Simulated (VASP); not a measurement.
A run of VASP 6.6.1:

The input POSCAR:

```
TiO2
1.0
    2.6862485539     -2.6863121623     -0.0200820060
    2.6862485539      2.6863121623     -0.0200820060
   -2.6494042018      0.0000000000      4.9004774487
Ti O
2 4
Direct
    0.1249992102      0.8750007898      0.2500000000
    0.8750007898      0.1249992102      0.7500000000
    0.3301614697      0.0801639534      0.6603323998
    0.6698385303      0.9198360466      0.3396676002
    0.9198360466      0.6698385303      0.8396676002
    0.0801639534      0.3301614697      0.1603323998
```

The input INCAR.step1:

```
PREC = Accurate
ENCUT = 520
ISMEAR = 0
SIGMA = 0.02
LREAL = F
LASPH = T
NELM = 60
NBANDS = 33
GGA = PE
ALGO = Normal
EDIFF = 1E-4
LWAVE = T
LCHARG = F
```

File INCAR.step2:

```
PREC = Accurate
ENCUT = 520
EDIFF = 1E-7
ISMEAR = 0
SIGMA = 0.02
LREAL = F
LASPH = T
NELM = 60
ALGO = Normal
ISIF = 2
LWAVE = F
LCHARG = F
METAGGA = R2SCAN
LMIXTAU = T
NBANDS = 33
ISTART = 1
```

KPOINTS

```
regular mesh
0
Gamma
  8 8 6
```

Potentials or basis: VASP PAW PBE potentials, release 64 (Ti_sv, O).

Command:

```sh
$ cat potpaw_PBE.64/Ti_sv/POTCAR potpaw_PBE.64/O/POTCAR > POTCAR
$ cp INCAR.step1 INCAR
$ mpirun -np 1 vasp_std > vasp.out
$ cp INCAR.step2 INCAR
$ mpirun -np 1 vasp_std > vasp.out
```

Hardware: 1 thread of AMD EPYC 9R45 96-Core Processor (Zen 5) (shared host).

Q: How long does it take, and how much memory?

A: Run time: 8.8 min on 1 thread of AMD EPYC 9R45 96-Core Processor (Zen 5), on a shared host, peak memory 0.3 GiB. Counts: k points 114.
